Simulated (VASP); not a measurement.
# ZnO (zincite) (P6_3mc) in VASP: notebook

ZnO (zincite) is run at these levels: PBEsol; tasks: single point.

All numbers are computed with VASP 6.6.1; they aren't measurements. Logs are shortened: lines on timing, memory, paths and dates and some standing lists are left out, and cuts for length are marked.

**1. The cell of the first run**

Symmetry: P6_3mc, No. 186, hexagonal system. The conventional cell has a = 3.249 Å, b = 3.249 Å, c = 5.206 Å, α = 90.00°, β = 90.00°, γ = 120.00°. Zn (site symmetry 3m) has 4 O at 1.97 to 1.98 Å within 2.6 Å. Within 2.6 Å of O (site symmetry 3m) lie 4 Zn at 1.97 to 1.98 Å.

**2. Single point, PBEsol**

The input, INCAR:

```
SYSTEM = ZnO
  PREC = Accurate
  ENCUT = 520
  EDIFF = 1E-6
  ISMEAR = -1
  SIGMA = 0.1
  LREAL = .FALSE.
  LASPH = .TRUE.
  NELM = 80
  ALGO = Normal
  ISIF = 2
  LWAVE = .FALSE.
  LCHARG = .TRUE.
  GGA = PS
  LELF = .TRUE.
  LVHAR = .TRUE.
  NBANDS = 26
```

The input, KPOINTS:

```
regular mesh
0
G
  3 3 2
  0 0 0
```

The input, POSCAR:

```
ZnO
1.0
    3.2493080000      0.0000000000      0.0000000000
   -1.6246540000      2.8139830000      0.0000000000
    0.0000000000      0.0000000000      5.2057090000
Zn O
2 2
Direct
    0.3333333333      0.6666666667      0.5000000000
    0.6666666667      0.3333333333      0.0000000000
    0.6666666667      0.3333333333      0.3790100000
    0.3333333333      0.6666666667      0.8790100000
```

Potentials or basis: VASP PAW PBE potentials, release 64 (Zn, O).

On the command line:

```console
$ cat potpaw_PBE.64/Zn/POTCAR potpaw_PBE.64/O/POTCAR > POTCAR
$ mpirun -np 1 vasp_std > vasp.out
```

OUTCAR:

```text
SYSTEM = ZnO
   PREC = Accurate
   ENCUT = 520
   EDIFF = 1E-6
   ISMEAR = -1
   LREAL = .FALSE.
   LASPH = .TRUE.
   NELM = 80
   ISIF = 2
   GGA = PS

 ion  position               nearest neighbor table
   1  0.333  0.667  0.500-   4 1.97   3 1.98   3 1.98   3 1.98
   2  0.667  0.333  0.000-   3 1.97   4 1.98   4 1.98   4 1.98
   3  0.667  0.333  0.379-   2 1.97   1 1.98   1 1.98   1 1.98
   4  0.333  0.667  0.879-   1 1.97   2 1.98   2 1.98   2 1.98

  LATTYP: Found a hexagonal cell.
 ALAT       =     3.2493080000
 C/A-ratio  =     1.6020977390

  Lattice vectors:

 A1 = (   3.2493080000,   0.0000000000,   0.0000000000)
 A2 = (  -1.6246540000,   2.8139830000,   0.0000000000)
 A3 = (   0.0000000000,   0.0000000000,   5.2057090000)

Analysis of symmetry for initial positions (statically):
=====================================================================
 Subroutine PRICEL returns:
 Original cell was already a primitive cell.

 Routine SETGRP: Setting up the symmetry group for a
 hexagonal supercell.

 Subroutine GETGRP returns: Found 12 space group operations
 (whereof  6 operations were pure point group operations)
 out of a pool of 24 trial point group operations.

The static configuration has the point symmetry C_3v.
 The point group associated with its full space group is C_6v.

Analysis of symmetry for dynamics (positions and initial velocities):
=====================================================================
 Subroutine PRICEL returns:
 Original cell was already a primitive cell.

 Routine SETGRP: Setting up the symmetry group for a
 hexagonal supercell.

 Subroutine GETGRP returns: Found 12 space group operations
 (whereof  6 operations were pure point group operations)
 out of a pool of 24 trial point group operations.

The dynamic configuration has the point symmetry C_3v.
 The point group associated with its full space group is C_6v.

 Subroutine INISYM returns: Found 12 space group operations
 (whereof  6 operations are pure point group operations),
 and found     1 'primitive' translations

----------------------------------------------------------------------------------------

                                     Primitive cell

  volume of cell :      47.5984

  direct lattice vectors                    reciprocal lattice vectors
     3.249308000  0.000000000  0.000000000     0.307757836  0.177684087  0.000000000
    -1.624654000  2.813983000  0.000000000     0.000000000  0.355368174  0.000000000
     0.000000000  0.000000000  5.205709000     0.000000000  0.000000000  0.192096792

  length of vectors
     3.249308000  3.249307764  5.205709000     0.355368148  0.355368174  0.192096792

  position of ions in fractional coordinates (direct lattice)
     0.333333333  0.666666667  0.500000000
     0.666666667  0.333333333  0.000000000
     0.666666667  0.333333333  0.379010000
     0.333333333  0.666666667  0.879010000

  ion indices of the primitive-cell ions
   primitive index   ion index
                 1           1
                 2           2
                 3           3
                 4           4

----------------------------------------------------------------------------------------

 KPOINTS: regular mesh

Automatic generation of k-mesh.
 Grid dimensions read from file:
 generate k-points for:    3    3    2

 Generating k-lattice:

  Cartesian coordinates                     Fractional coordinates (reciprocal lattice)
     0.102585945  0.059228029  0.000000000     0.333333333  0.000000000  0.000000000
     0.000000000  0.118456058  0.000000000     0.000000000  0.333333333  0.000000000
     0.000000000  0.000000000  0.096048396     0.000000000  0.000000000  0.500000000

  Length of vectors
     0.118456049  0.118456058  0.096048396

  Shift w.r.t. Gamma in fractional coordinates (k-lattice)
     0.000000000  0.000000000  0.000000000

 Subroutine IBZKPT returns following result:
 ===========================================

 Found      6 irreducible k-points:

 Following reciprocal coordinates:
            Coordinates               Weight
  0.000000  0.000000  0.000000      1.000000
  0.333333  0.000000  0.000000      6.000000
  0.333333  0.333333  0.000000      2.000000
  0.000000  0.000000  0.500000      1.000000
  0.333333  0.000000  0.500000      6.000000
  0.333333  0.333333  0.500000      2.000000
   k-points           NKPTS =      6   k-points in BZ     NKDIM =      6   number of bands    NBANDS=     26
   number of dos      NEDOS =    301   number of ions     NIONS =      4
   total plane-waves  NPLWV =  23040
   dimension x,y,z NGX =    24 NGY =   24 NGZ =   40
   dimension x,y,z NGXF=    48 NGYF=   48 NGZF=   80
   ions per type =               2   2
   NGX,Y,Z   is equivalent  to a cutoff of  12.28, 12.28, 12.77 a.u.
   NGXF,Y,Z  is equivalent  to a cutoff of  24.56, 24.56, 25.55 a.u.
 SYSTEM =  ZnO
   PREC   = accura    normal or accurate (medium, high low for compatibility)
   ISTART =      0    job   : 0-new  1-cont  2-samecut
   ICHARG =      2    charge: 1-file 2-atom 10-const
   ISPIN  =      1    spin polarized calculation?
   LNONCOLLINEAR =      F non collinear calculations
   LSORBIT =      F    spin-orbit coupling
   LASPH  =      T    aspherical Exc in radial PAW
   ENCUT  =  520.0 eV  38.22 Ry    6.18 a.u.   6.04  6.04  9.68*2*pi/ulx,y,z
   NELM   =     80;   NELMIN=  2; NELMDL= -5     # of ELM steps
   EDIFF  = 0.1E-05   stopping-criterion for ELM
   LREAL  =      F    real-space projection
   EDIFFG = 0.1E-04   stopping-criterion for IOM
   NSW    =      0    number of steps for IOM
   IBRION =     -1    ionic relax: 0-MD 1-quasi-New 2-CG
   NFREE  =      0    steps in history (QN), initial steepest desc. (CG)
   ISIF   =      2    stress and relaxation
   ISYM   =      2    0-nonsym 1-usesym 2-fastsym
   POTIM  = 0.5000    time-step for ionic-motion
   TEBEG  =    0.0;   TEEND  =   0.0 temperature during run
   PSTRESS=    0.0 pullay stress
   NELECT =      36.0000    total number of electrons
   NUPDOWN=      -1.0000    fix difference up-down
   EMIN   =  10.00;   EMAX   =-10.00  energy-range for DOS
   EFERMI =   0.00;   METHOD = LEGACY
   ISMEAR =    -1;   SIGMA  =   0.10  broadening in eV -4-tet -1-fermi 0-gaus
   EFERMI_NEDOS =   21; number of points for ismear=-14 and -15
   IALGO  =     38    algorithm
   IMIX   =      4    mixing-type and parameters
     AMIX     =   0.40;   BMIX     =  1.00
     AMIX_MAG =   1.60;   BMIX_MAG =  1.00
  volume/ion in A,a.u.               =      11.90        80.30
  Fermi-wavevector in a.u.,A,eV,Ry     =   1.491574  2.818667 30.270162  2.224794
  Thomas-Fermi vector in A             =   2.604212
   LORBIT       =      0    0 simple, 1 ext, 2 COOP (PROOUT), +10 PAW based schemes
   GGA     = PS    functional components
   LHFCALC =     F    Hartree Fock is set to
   AEXX    =    0.0000 exact exchange contribution
   IVDW    =     0    specifies the selected vdW correction
   LEPSILON=     F    determine dielectric tensor
   LRPA    =     F    only Hartree local field effects (RPA)
 non-spin polarized calculation
  energy-cutoff  :      520.00
  volume of cell :       47.60
 maximum number of plane-waves:      1302
   NGX = 13   NGY = 13   NGZ = 19

 number of electron      36.0000017 magnetization

 Free energy of the ion-electron system (eV)
  ---------------------------------------------------
  ext. energy  EPLUGINS =         0.00000000
  ---------------------------------------------------
  free energy    TOTEN  =       -19.28192466 eV

  energy without entropy =      -19.27626007  energy(sigma->0) =      -19.27909236

 E-fermi :   1.4725     XC(G=0): -11.1731

 val. band max:        1.0952171979   @ k =   0.0000   0.0000   0.0000
 cond. band min:       1.7526845465   @ k =   0.0000   0.0000   0.0000
 fundamental gap:      0.6574673485
 Fermi energy:         1.4724999897

 k-point     1 :       0.0000    0.0000    0.0000
  band No.  band energies     occupation
      1     -16.9400      2.00000
      2     -16.1840      2.00000
      3      -4.6382      2.00000
      4      -4.6382      2.00000
      5      -4.6300      2.00000
      6      -4.6023      2.00000
[... 18 lines left out ...]
     25      15.0628      0.00000
     26      15.0628      0.00000

 k-point     2 :       0.3333    0.0000    0.0000
  band No.  band energies     occupation
      1     -16.4507      2.00000
      2     -16.0169      2.00000
      3      -4.9693      2.00000
      4      -4.6043      2.00000
      5      -4.4295      2.00000
      6      -4.2459      2.00000
[... 18 lines left out ...]
     25      14.3204      0.00000
     26      15.0134      0.00000

 k-point     3 :       0.3333    0.3333    0.0000
  band No.  band energies     occupation
      1     -16.0640      2.00000
      2     -16.0640      2.00000
      3      -4.6962      2.00000
      4      -4.3077      2.00000
      5      -4.3077      2.00000
      6      -3.9418      2.00000
[... 18 lines left out ...]
     25      14.0097      0.00000
     26      14.6868      0.00000

 k-point     4 :       0.0000    0.0000    0.5000
  band No.  band energies     occupation
      1     -16.5728      2.00000
      2     -16.5728      2.00000
      3      -4.8869      2.00000
      4      -4.8869      2.00000
      5      -4.5672      2.00000
      6      -4.5672      2.00000
[... 18 lines left out ...]
     25      14.0614      0.00000
     26      14.0614      0.00000

 k-point     5 :       0.3333    0.0000    0.5000
  band No.  band energies     occupation
      1     -16.2291      2.00000
      2     -16.2291      2.00000
      3      -5.0759      2.00000
      4      -5.0759      2.00000
      5      -4.2737      2.00000
      6      -4.2737      2.00000
[... 18 lines left out ...]
     25      14.5553      0.00000
     26      14.5553      0.00000

 k-point     6 :       0.3333    0.3333    0.5000
  band No.  band energies     occupation
      1     -16.0523      2.00000
      2     -16.0523      2.00000
      3      -4.7087      2.00000
      4      -4.7087      2.00000
      5      -4.4456      2.00000
      6      -4.4456      2.00000
[... 18 lines left out ...]
     25      16.6095      0.00000
     26      16.6125      0.00000

------------------------ aborting loop because EDIFF is reached ----------------------------------------

  FORCE on cell =-STRESS in cart. coord.  units (eV):
  Direction    XX          YY          ZZ          XY          YZ          ZX
  --------------------------------------------------------------------------------------
  -------------------------------------------------------------------------------------
  Total       -0.1244044     -0.1244044      0.0168841      0.0000000      0.0000000      0.0000000
  in kB       -4.1874926     -4.1874917      0.5683253      0.0000000      0.0000000      0.0000000
  external PRESSURE =      -2.6022197 kB  Pullay stress =       0.0000000 kB

 VOLUME and BASIS-vectors are now :
 -----------------------------------------------------------------------------
  energy-cutoff  :      520.00
  volume of cell :       47.60
      direct lattice vectors                 reciprocal lattice vectors
     3.249308000  0.000000000  0.000000000     0.307757836  0.177684087  0.000000000
    -1.624654000  2.813983000  0.000000000     0.000000000  0.355368174  0.000000000
     0.000000000  0.000000000  5.205709000     0.000000000  0.000000000  0.192096792

 POSITION                                       TOTAL-FORCE (eV/Angst)
 -----------------------------------------------------------------------------------
     -0.00000      1.87599      2.60285        -0.000000     -0.000000     -0.047259
      1.62465      0.93799      0.00000         0.000000     -0.000000     -0.047259
      1.62465      0.93799      1.97302        -0.000000     -0.000000      0.047259
     -0.00000      1.87599      4.57587         0.000000      0.000000      0.047259
 -----------------------------------------------------------------------------------
    total drift:                               -0.000000     -0.000000     -0.000726

  FREE ENERGIE OF THE ION-ELECTRON SYSTEM (eV)
  ---------------------------------------------------
  free  energy   TOTEN  =       -19.2819246595 eV

  energy  without entropy=      -19.2762600658  energy(sigma->0) =      -19.27909236
```

Run time: 12 s. Hardware: 1 thread of Intel Xeon Platinum 8259CL at 2.50GHz (Skylake/Cascade Lake), shared host; peak memory 0.15 GiB.

Results:

```
Free energy            : -19.2819 eV
Pressure               : -0.3 GPa
Largest force          : 0.047 eV/Å
Band gap on the k mesh : 0.66 eV, direct
```

Forces in eV/Å, atoms in the order of the input:
```
Zn   0.000  0.000 -0.047
Zn   0.000  0.000 -0.047
O    0.000  0.000  0.047
O    0.000  0.000  0.047
```

Caveat: the k points lie up to 0.74 Å⁻¹ apart; the PAW data sets were made with another functional, which shifts forces and pressure a little.

**3. Single point, PBEsol**

The input, INCAR:

```
SYSTEM = ZnO
  PREC = Accurate
  ENCUT = 520
  EDIFF = 1E-6
  ISMEAR = -1
  SIGMA = 0.1
  LREAL = .False.
  LASPH = .True.
  NELM = 60
  ALGO = Normal
  ISIF = 2
  LWAVE = .False.
  LCHARG = .True.
  GGA = PS
  LELF = .True.
  LVHAR = .True.
  NBANDS = 26
```

The input, KPOINTS:

```
Automatic mesh
0
Gamma
  4 4 2
  0 0 0
```

POSCAR is that of step 2.

Potentials or basis: VASP PAW PBE potentials, release 64 (Zn, O).

On the command line:

```console
$ cat potpaw_PBE.64/Zn/POTCAR potpaw_PBE.64/O/POTCAR > POTCAR
$ mpirun -np 1 vasp_std > vasp.out
```

Wall time 10 s (1 thread of Intel Xeon Platinum 8259CL at 2.50GHz (Skylake/Cascade Lake), shared host); peak memory 0.15 GiB.

It converged, with:

```yaml
Free_energy: -19.3801 eV
Pressure: -0.7 GPa
Largest_force: 0.062 eV/Å
Band_gap_on_the_k_mesh: 0.68 eV, direct
```

Forces on the atoms (eV/Å):
```
Zn   0.000  0.000 -0.062
Zn   0.000  0.000 -0.062
O    0.000  0.000  0.062
O    0.000  0.000  0.062
```

Stress tensor (GPa, compression positive):
```
-1.10  0.00  0.00
 0.00 -1.10  0.00
 0.00  0.00  0.26
```

Levels at points of the mesh, in eV from the valence-band top:
```tsv
k point	band 16	band 17	band 18	band 19	band 20	band 21
(0.00, 0.00, 0.00)	-0.07	0.00	0.00	0.68	5.09	8.14
(0.50, 0.00, 0.00)	-2.31	-1.30	-0.84	5.67	6.69	7.46
(0.00, 0.00, 0.50)	-0.41	-0.41	-0.41	3.37	3.37	9.97
(0.50, 0.00, 0.50)	-1.52	-1.37	-1.37	5.57	5.57	8.34
```

Caveat: the k points lie up to 0.60 Å⁻¹ apart; the PAW data sets were made with another functional, which shifts forces and pressure a little.

**4. Single point, PBEsol**

The input, INCAR:

```
ALGO = Normal
EDIFF = 1E-6
ENCUT = 520
GGA = PS
ISIF = 2
ISMEAR = -1
LASPH = T
LCHARG = T
LELF = T
LREAL = F
LVHAR = T
LWAVE = F
NBANDS = 26
NELM = 60
PREC = Accurate
SIGMA = 0.1
```

The input, KPOINTS:

```
k-points
0
Gamma
  5 5 3
```

POSCAR is that of step 3.

On the command line:

```console
$ cat potpaw_PBE.64/Zn/POTCAR potpaw_PBE.64/O/POTCAR > POTCAR
$ mpirun -np 1 vasp_std > vasp.out
```

Wall time 13 s (1 thread of Intel Xeon Platinum 8259CL at 2.50GHz (Skylake/Cascade Lake), shared host); peak memory 0.16 GiB.

The run converged. Its results:

```yaml
Free_energy: -19.4024 eV
Pressure: -0.5 GPa
Largest_force: 0.065 eV/Å
Band_gap_on_the_k_mesh: 0.68 eV, direct
```

Forces in eV/Å, atoms in the order of the input:
```
Zn   0.000  0.000 -0.065
Zn   0.000  0.000 -0.065
O    0.000  0.000  0.065
O    0.000  0.000  0.065
```

Stress tensor (GPa, compression positive):
```
-1.02  0.00  0.00
 0.00 -1.02  0.00
 0.00  0.00  0.63
```

Levels at points of the mesh, in eV from the valence-band top:
| k point | band 16 | band 17 | band 18 | band 19 | band 20 | band 21 |
| --- | --- | --- | --- | --- | --- | --- |
| (0.00, 0.00, 0.00) | -0.07 | 0.00 | 0.00 | 0.68 | 5.10 | 8.14 |

Caveat: the k points lie up to 0.45 Å⁻¹ apart; the PAW data sets were made with another functional, which shifts forces and pressure a little.

**5. Summary**

```csv
k mesh,gap on the mesh (eV),pressure (GPa),largest force (eV/Å)
3 × 3 × 2,0.66,-0.3,0.05
4 × 4 × 2,0.68,-0.7,0.06
5 × 5 × 3,0.68,-0.5,0.07
```

Alike in all rows: task single point; level PBEsol; potentials or basis VASP PAW PBE potentials, release 64 (Zn, O); no spin polarisation; cell as given; cutoff (eV) 520; smearing fermi-dirac 0.1 eV.

Caveats: all runs use coarse meshes; the PAW data sets were made with another functional, which shifts forces and pressure a little.

Total energies depend on the potentials used, so only differences within one code and one set of settings carry meaning.
